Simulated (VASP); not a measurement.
# Ga: relaxation of cell and atoms with PBE

Ga:

```
Ga
1.0
    -1.68742    1.68742    1.68742
     1.68742   -1.68742    1.68742
     1.68742    1.68742   -1.68742
Ga
1
Direct
  0.00000 0.00000 0.00000
```

This isn't the form of Ga at room conditions, which is orthorhombic.

```json
{"Program": "VASP 6.6.1", "Task": "relaxation of cell and atoms", "Functional": "PBE", "Potentials or basis": "VASP PAW PBE potentials, release 64 (Ga_d)", "Cutoff": "600 eV", "k mesh": "17 × 17 × 17", "Occupations": "fermi-dirac, width 0.05 eV", "Spin": "no spin polarisation", "Dipole correction": "no", "Further INCAR settings": "ALGO = Normal; EDIFF = 1e-06; IBRION = 2; EDIFFG = -0.005; NSW = 45; ISIF = 3"}
```

| Quantity | Value |
| --- | --- |
| Relaxed volume | 19.24 Å³/atom |
| Relaxed cell | a = 2.924 Å, b = 2.924 Å, c = 2.924 Å, α = 109.47°, β = 109.47°, γ = 109.47° |
| Space group after relaxing (to 0.1 Å) | Im-3m (No. 229) |
| Energy gained by relaxing | 0.0 meV/atom |
| Ionic steps | 2 |
| Pressure after relaxing | 0.0 GPa |
| Band gap on the k mesh | zero (an odd number of electrons rules out a gap without spin polarisation) |

Final structure:
```
Ga
1.0
    -1.68791    1.68791    1.68791
     1.68791   -1.68791    1.68791
     1.68791    1.68791   -1.68791
Ga
1
Direct
  0.00000 0.00000 0.00000
```

Levels at points of the mesh, in eV from the Fermi level:
```
           k point  band 4  band 5  band 6  band 7  band 8  band 9
(0.00, 0.00, 0.00)  -14.78  -14.78  -10.94   12.29   12.29   12.29
```

Wall time 50 s on 1 thread of Intel Xeon 8259CL (shared host), peak memory 0.17 GiB.
